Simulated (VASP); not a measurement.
# MgB2 (P6/mmm) in VASP: further runs

The runs below take MgB2 through single point, with PBEsol.

Program: VASP 6.6.1. These are calculated values, not measurements. Logs are shortened: lines on timing, memory, paths and dates and some standing lists are left out, and cuts for length are marked.

## (1) The cell of the first run

Symmetry: P6/mmm, No. 191, hexagonal system. Conventional cell: a = 3.033 Å, b = 3.033 Å, c = 3.463 Å, α = 90.00°, β = 90.00°, γ = 120.00°. Mg (site symmetry 6/mmm) has 12 B at 2.46 Å and 6 Mg at 3.03 Å within 3.3 Å. B (site symmetry -6m2) has 3 B at 1.75 Å within 2.3 Å.

## (2) Single point, PBEsol

Input file INCAR:

```
SYSTEM = MgB2
PREC = Accurate
ENCUT = 520
EDIFF = 1E-7
ISMEAR = -1
SIGMA = 0.1
LREAL = .False.
LASPH = .True.
NELM = 60
ALGO = Normal
ISIF = 2
LWAVE = .False.
LCHARG = .False.
GGA = PS
NBANDS = 11
```

Input file KPOINTS:

```
regular mesh
0
Gamma
  10 10 8
  0 0 0
```

Input file POSCAR:

```
MgB2
1.0
    3.0327017611      0.0000000000      0.0000000000
   -1.5163508806      2.6263964029      0.0000000000
    0.0000000000      0.0000000000      3.4632765979
Mg B
1 2
Direct
    0.0000000000      0.0000000000      0.0000000000
    0.3333333333      0.6666666667      0.5000000000
    0.6666666667      0.3333333333      0.5000000000
```

Potentials or basis: VASP PAW PBE potentials, release 64 (Mg, B).

Started as:

```sh
cat potpaw_PBE.64/Mg/POTCAR potpaw_PBE.64/B/POTCAR > POTCAR
mpirun -np 1 vasp_std > vasp.out
```

OUTCAR:

```text
SYSTEM = MgB2
   PREC = Accurate
   ENCUT = 520
   EDIFF = 1E-7
   ISMEAR = -1
   LREAL = .False.
   LASPH = .True.
   NELM = 60
   ISIF = 2
   GGA = PS

 ion  position               nearest neighbor table
   1  0.000  0.000  0.000-   2 2.46   2 2.46   3 2.46   3 2.46   2 2.46   3 2.46   2 2.46   3 2.46
                             3 2.46   3 2.46   2 2.46   2 2.46
   2  0.333  0.667  0.500-   3 1.75   3 1.75   3 1.75   1 2.46   1 2.46   1 2.46   1 2.46   1 2.46
                             1 2.46
   3  0.667  0.333  0.500-   2 1.75   2 1.75   2 1.75   1 2.46   1 2.46   1 2.46   1 2.46   1 2.46
                             1 2.46

  LATTYP: Found a hexagonal cell.
 ALAT       =     3.0327017611
 C/A-ratio  =     1.1419773096

  Lattice vectors:

 A1 = (   3.0327017611,   0.0000000000,   0.0000000000)
 A2 = (  -1.5163508806,   2.6263964029,   0.0000000000)
 A3 = (   0.0000000000,   0.0000000000,   3.4632765979)

Analysis of symmetry for initial positions (statically):
=====================================================================
 Subroutine PRICEL returns:
 Original cell was already a primitive cell.

 Routine SETGRP: Setting up the symmetry group for a
 hexagonal supercell.

 Subroutine GETGRP returns: Found 24 space group operations
 (whereof 24 operations were pure point group operations)
 out of a pool of 24 trial point group operations.

The static configuration has the point symmetry D_6h.

Analysis of symmetry for dynamics (positions and initial velocities):
=====================================================================
 Subroutine PRICEL returns:
 Original cell was already a primitive cell.

 Routine SETGRP: Setting up the symmetry group for a
 hexagonal supercell.

 Subroutine GETGRP returns: Found 24 space group operations
 (whereof 24 operations were pure point group operations)
 out of a pool of 24 trial point group operations.

The dynamic configuration has the point symmetry D_6h.

 Subroutine INISYM returns: Found 24 space group operations
 (whereof 24 operations are pure point group operations),
 and found     1 'primitive' translations

----------------------------------------------------------------------------------------

                                     Primitive cell

  volume of cell :      27.5853

  direct lattice vectors                    reciprocal lattice vectors
     3.032701761  0.000000000  0.000000000     0.329738985  0.190374918  0.000000000
    -1.516350881  2.626396403  0.000000000     0.000000000  0.380749836  0.000000000
     0.000000000  0.000000000  3.463276598     0.000000000  0.000000000  0.288743902

  length of vectors
     3.032701761  3.032701446  3.463276598     0.380749797  0.380749836  0.288743902

  position of ions in fractional coordinates (direct lattice)
     0.000000000  0.000000000  0.000000000
     0.333333333  0.666666667  0.500000000
     0.666666667  0.333333333  0.500000000

  ion indices of the primitive-cell ions
   primitive index   ion index
                 1           1
                 2           2
                 3           3

----------------------------------------------------------------------------------------

 KPOINTS: regular mesh

Automatic generation of k-mesh.
 Grid dimensions read from file:
 generate k-points for:   10   10    8

 Generating k-lattice:

  Cartesian coordinates                     Fractional coordinates (reciprocal lattice)
     0.032973898  0.019037492  0.000000000     0.100000000  0.000000000  0.000000000
     0.000000000  0.038074984  0.000000000     0.000000000  0.100000000  0.000000000
     0.000000000  0.000000000  0.036092988     0.000000000  0.000000000  0.125000000

  Length of vectors
     0.038074980  0.038074984  0.036092988

  Shift w.r.t. Gamma in fractional coordinates (k-lattice)
     0.000000000  0.000000000  0.000000000

 Subroutine IBZKPT returns following result:
 ===========================================

 Found     70 irreducible k-points:

 Following reciprocal coordinates:
            Coordinates               Weight
  0.000000  0.000000  0.000000      1.000000
  0.100000  0.000000  0.000000      6.000000
  0.200000  0.000000  0.000000      6.000000
  0.300000  0.000000  0.000000      6.000000
  0.400000  0.000000  0.000000      6.000000
  0.500000  0.000000  0.000000      3.000000
[... 16 lines left out ...]
  0.300000  0.100000  0.125000     24.000000
  0.400000  0.100000  0.125000     24.000000
 [... further k-points ...]
   k-points           NKPTS =     70   k-points in BZ     NKDIM =     70   number of bands    NBANDS=     11
   number of dos      NEDOS =    301   number of ions     NIONS =      3
   total plane-waves  NPLWV =  16128
   dimension x,y,z NGX =    24 NGY =   24 NGZ =   28
   dimension x,y,z NGXF=    48 NGYF=   48 NGZF=   56
   ions per type =               1   2
   NGX,Y,Z   is equivalent  to a cutoff of  13.16, 13.16, 13.44 a.u.
   NGXF,Y,Z  is equivalent  to a cutoff of  26.31, 26.31, 26.88 a.u.
 SYSTEM =  MgB2
   PREC   = accura    normal or accurate (medium, high low for compatibility)
   ISTART =      0    job   : 0-new  1-cont  2-samecut
   ICHARG =      2    charge: 1-file 2-atom 10-const
   ISPIN  =      1    spin polarized calculation?
   LNONCOLLINEAR =      F non collinear calculations
   LSORBIT =      F    spin-orbit coupling
   LASPH  =      T    aspherical Exc in radial PAW
   ENCUT  =  520.0 eV  38.22 Ry    6.18 a.u.   5.64  5.64  6.44*2*pi/ulx,y,z
   NELM   =     60;   NELMIN=  2; NELMDL= -5     # of ELM steps
   EDIFF  = 0.1E-06   stopping-criterion for ELM
   LREAL  =      F    real-space projection
   EDIFFG = 0.1E-05   stopping-criterion for IOM
   NSW    =      0    number of steps for IOM
   IBRION =     -1    ionic relax: 0-MD 1-quasi-New 2-CG
   NFREE  =      0    steps in history (QN), initial steepest desc. (CG)
   ISIF   =      2    stress and relaxation
   ISYM   =      2    0-nonsym 1-usesym 2-fastsym
   POTIM  = 0.5000    time-step for ionic-motion
   TEBEG  =    0.0;   TEEND  =   0.0 temperature during run
   PSTRESS=    0.0 pullay stress
   NELECT =       8.0000    total number of electrons
   NUPDOWN=      -1.0000    fix difference up-down
   EMIN   =  10.00;   EMAX   =-10.00  energy-range for DOS
   EFERMI =   0.00;   METHOD = LEGACY
   ISMEAR =    -1;   SIGMA  =   0.10  broadening in eV -4-tet -1-fermi 0-gaus
   EFERMI_NEDOS =   21; number of points for ismear=-14 and -15
   IALGO  =     38    algorithm
   IMIX   =      4    mixing-type and parameters
     AMIX     =   0.40;   BMIX     =  1.00
     AMIX_MAG =   1.60;   BMIX_MAG =  1.00
  volume/ion in A,a.u.               =       9.20        62.05
  Fermi-wavevector in a.u.,A,eV,Ry     =   1.083625  2.047755 15.976555  1.174244
  Thomas-Fermi vector in A             =   2.219696
   LORBIT       =      0    0 simple, 1 ext, 2 COOP (PROOUT), +10 PAW based schemes
   GGA     = PS    functional components
   LHFCALC =     F    Hartree Fock is set to
   AEXX    =    0.0000 exact exchange contribution
   IVDW    =     0    specifies the selected vdW correction
   LEPSILON=     F    determine dielectric tensor
   LRPA    =     F    only Hartree local field effects (RPA)
 non-spin polarized calculation
  energy-cutoff  :      520.00
  volume of cell :       27.59
 maximum number of plane-waves:       757
 NGX is ok and might be reduce to    24
   NGX = 11   NGY = 11   NGZ = 13

 number of electron       8.0000000 magnetization

 Free energy of the ion-electron system (eV)
  ---------------------------------------------------
  ext. energy  EPLUGINS =         0.00000000
  ---------------------------------------------------
  free energy    TOTEN  =       -16.21858053 eV

  energy without entropy =      -16.19453238  energy(sigma->0) =      -16.20655646

 E-fermi :   5.6029     XC(G=0): -11.1967

 val. band max:        5.5986718477   @ k =   0.1000   0.0000   0.5000
 cond. band min:       5.6097158195   @ k =   0.3000   0.2000   0.0000
 fundamental gap:      0.0110439718
 Fermi energy:         5.6028705736

 k-point     1 :       0.0000    0.0000    0.0000
  band No.  band energies     occupation
      1      -7.1405      2.00000
      2       2.5293      2.00000
      3       5.9895      0.04103
      4       5.9895      0.04103
      5       7.3171      0.00000
      6      12.0791      0.00000
      7      12.0791      0.00000
      8      14.2461      0.00000
      9      15.9718      0.00000
     10      18.6956      0.00000
     11      22.1242      0.00000

 k-point     2 :       0.1000    0.0000    0.0000
  band No.  band energies     occupation
      1      -6.9614      2.00000
      2       2.7037      2.00000
      3       5.1166      1.98466
      4       5.5761      1.13324
      5       7.4703      0.00000
      6      11.9781      0.00000
      7      12.8580      0.00000
      8      14.5835      0.00000
      9      15.3222      0.00000
     10      19.5577      0.00000
     11      21.4362      0.00000

 k-point     3 :       0.2000    0.0000    0.0000
  band No.  band energies     occupation
      1      -6.4272      2.00000
      2       3.2104      2.00000
      3       3.2207      2.00000
      4       4.7557      1.99958
      5       7.9411      0.00000
      6      11.4972      0.00000
      7      13.6749      0.00000
      8      14.7519      0.00000
      9      15.1957      0.00000
     10      20.5302      0.00000
     11      20.6296      0.00000

 k-point     4 :       0.3000    0.0000    0.0000
  band No.  band energies     occupation
      1      -5.5473      2.00000
      2       1.0811      2.00000
      3       4.0060      2.00000
      4       4.0538      2.00000
      5       8.6468      0.00000
      6      11.0003      0.00000
      7      11.6351      0.00000
      8      14.8983      0.00000
      9      17.1743      0.00000
     10      19.4603      0.00000
     11      20.5874      0.00000

 k-point     5 :       0.4000    0.0000    0.0000
  band No.  band energies     occupation
      1      -4.3425      2.00000
      2      -0.9412      2.00000
      3       3.5151      2.00000
      4       5.0960      1.98750
      5       9.3140      0.00000
      6       9.7395      0.00000
      7      10.8802      0.00000
      8      13.8347      0.00000
      9      18.8214      0.00000
     10      19.3624      0.00000
     11      20.2239      0.00000
[... 211 lines left out ...]
 k-point    21 :       0.1000    0.1000    0.1250
  band No.  band energies     occupation
      1      -6.4682      2.00000
      2       2.0720      2.00000
      3       4.0412      2.00000
      4       4.7480      1.99961
      5       9.0846      0.00000
      6      12.3797      0.00000
      7      12.8492      0.00000
      8      13.8644      0.00000
      9      16.1148      0.00000
     10      18.7209      0.00000
     11      20.4326      0.00000

 k-point    22 :       0.2000    0.1000    0.1250
  band No.  band energies     occupation
      1      -5.7658      2.00000
      2       2.2322      2.00000
      3       2.7776      2.00000
      4       3.7299      2.00000
      5       9.6946      0.00000
      6      11.3443      0.00000
      7      12.3727      0.00000
      8      14.6767      0.00000
      9      16.9826      0.00000
     10      17.2786      0.00000
     11      20.5959      0.00000

 k-point    23 :       0.3000    0.1000    0.1250
  band No.  band energies     occupation
      1      -4.7293      2.00000
      2       0.2284      2.00000
      3       3.0166      2.00000
      4       3.7960      2.00000
      5       9.3777      0.00000
      6      10.5926      0.00000
      7      11.9821      0.00000
      8      15.0597      0.00000
      9      16.4702      0.00000
     10      18.0649      0.00000
     11      20.3040      0.00000

 k-point    24 :       0.4000    0.1000    0.1250
  band No.  band energies     occupation
      1      -3.4011      2.00000
      2      -1.6321      2.00000
      3       2.6777      2.00000
      4       4.8670      1.99873
      5       7.8413      0.00000
      6      10.9622      0.00000
      7      12.1895      0.00000
      8      14.2446      0.00000
      9      16.0743      0.00000
     10      19.5256      0.00000
     11      20.5103      0.00000

 [... further k-points ...]
[... 5 lines left out ...]
  --------------------------------------------------------------------------------------
  -------------------------------------------------------------------------------------
  Total        1.0820780      1.0820777      0.4987191     -0.0000000      0.0000000      0.0000000
  in kB       62.8480746     62.8480572     28.9660607     -0.0000000      0.0000000      0.0000000
  external PRESSURE =      51.5540642 kB  Pullay stress =       0.0000000 kB

 VOLUME and BASIS-vectors are now :
 -----------------------------------------------------------------------------
  energy-cutoff  :      520.00
  volume of cell :       27.59
      direct lattice vectors                 reciprocal lattice vectors
     3.032701761  0.000000000  0.000000000     0.329738985  0.190374918  0.000000000
    -1.516350881  2.626396403  0.000000000     0.000000000  0.380749836  0.000000000
     0.000000000  0.000000000  3.463276598     0.000000000  0.000000000  0.288743902

 POSITION                                       TOTAL-FORCE (eV/Angst)
 -----------------------------------------------------------------------------------
      0.00000      0.00000      0.00000        -0.000000      0.000000      0.000000
     -0.00000      1.75093      1.73164        -0.000000      0.000000      0.000000
      1.51635      0.87547      1.73164         0.000000     -0.000000      0.000000
 -----------------------------------------------------------------------------------
    total drift:                                0.000000     -0.000000      0.000000

  FREE ENERGIE OF THE ION-ELECTRON SYSTEM (eV)
  ---------------------------------------------------
  free  energy   TOTEN  =       -16.2185805309 eV

  energy  without entropy=      -16.1945323802  energy(sigma->0) =      -16.20655646
```

Run time: 7.1 s. Hardware: 1 thread of Intel Xeon 6975P-C (Granite Rapids), shared host; peak memory 0.15 GiB.

What came out:

- Free energy: -16.2186 eV
- Pressure: 5.2 GPa
- Band gap on the k mesh: zero (band 4 reaches 6.72 eV, above the bottom of band 5 at 4.16 eV)

Stress tensor (GPa, compression positive):
```
6.28 0.00 0.00
0.00 6.28 0.00
0.00 0.00 2.90
```

Levels at points of the mesh, in eV from the Fermi level:
```tsv
k point	band 1	band 2	band 3	band 4	band 5	band 6	band 7	band 8	band 9
(0.00, 0.00, 0.00)	-12.74	-3.07	0.39	0.39	1.71	6.48	6.48	8.64	10.37
(0.50, 0.00, 0.00)	-8.69	-8.08	-2.26	0.17	3.16	3.93	5.51	7.54	13.01
(0.00, 0.00, 0.50)	-11.38	-7.73	0.79	0.79	6.78	6.78	8.23	10.34	10.66
(0.50, 0.00, 0.50)	-7.65	-7.13	-3.75	-1.96	-1.39	6.01	9.16	9.16	13.54
```

Caveat: the PAW data sets were made with another functional, which shifts forces and pressure a little.

## (3) Single point, PBEsol

This run uses another cell than the first one, of 9.49 Å³/atom, 1.032 times its volume.

Input file INCAR:

```
PREC = Accurate
ENCUT = 520
EDIFF = 1E-7
ISMEAR = -1
SIGMA = 0.1
LREAL = F
LASPH = T
NELM = 100
ALGO = Normal
ISIF = 2
LWAVE = F
LCHARG = T
GGA = PS
LELF = T
LVHAR = T
NBANDS = 11
```

Input file KPOINTS:

```
regular mesh
0
Gamma
  10 10 8
```

Input file POSCAR:

```
MgB2
1.0
    3.0642946782      0.0000000000      0.0000000000
   -1.5321473391      2.6537566678      0.0000000000
    0.0000000000      0.0000000000      3.4993549923
Mg B
1 2
Direct
    0.0000000000      0.0000000000      0.0000000000
    0.3333333333      0.6666666667      0.5000000000
    0.6666666667      0.3333333333      0.5000000000
```

Potentials or basis: VASP PAW PBE potentials, release 64 (Mg, B).

Started as:

```sh
cat potpaw_PBE.64/Mg/POTCAR potpaw_PBE.64/B/POTCAR > POTCAR
mpirun -np 1 vasp_std > vasp.out
```

Wall time 7.4 s (1 thread of Intel Xeon 6975P-C (Granite Rapids), shared host); peak memory 0.15 GiB.

Results (log left out):

```yaml
Free_energy: -16.2326 eV
Pressure: 0.0 GPa
Band_gap_on_the_k_mesh: zero (band 4 reaches 6.48 eV, above the bottom of band 5 at 3.98 eV)
```

Stress tensor (GPa, compression positive):
```
 0.44  0.00  0.00
 0.00  0.44  0.00
 0.00  0.00 -0.88
```

Levels at points of the mesh, in eV from the Fermi level:
```
           k point  band 1  band 2  band 3  band 4  band 5  band 6  band 7  band 8
(0.00, 0.00, 0.00)  -12.55   -3.01    0.37    0.37    1.64    6.34    6.34    8.31
(0.50, 0.00, 0.00)   -8.59   -7.94   -2.21    0.18    3.09    3.85    5.36    7.24
(0.00, 0.00, 0.50)  -11.24   -7.57    0.76    0.76    6.66    6.66    8.04   10.08
(0.50, 0.00, 0.50)   -7.58   -7.01   -3.66   -1.92   -1.36    5.79    8.88    8.96
```

Caveat: the PAW data sets were made with another functional, which shifts forces and pressure a little.
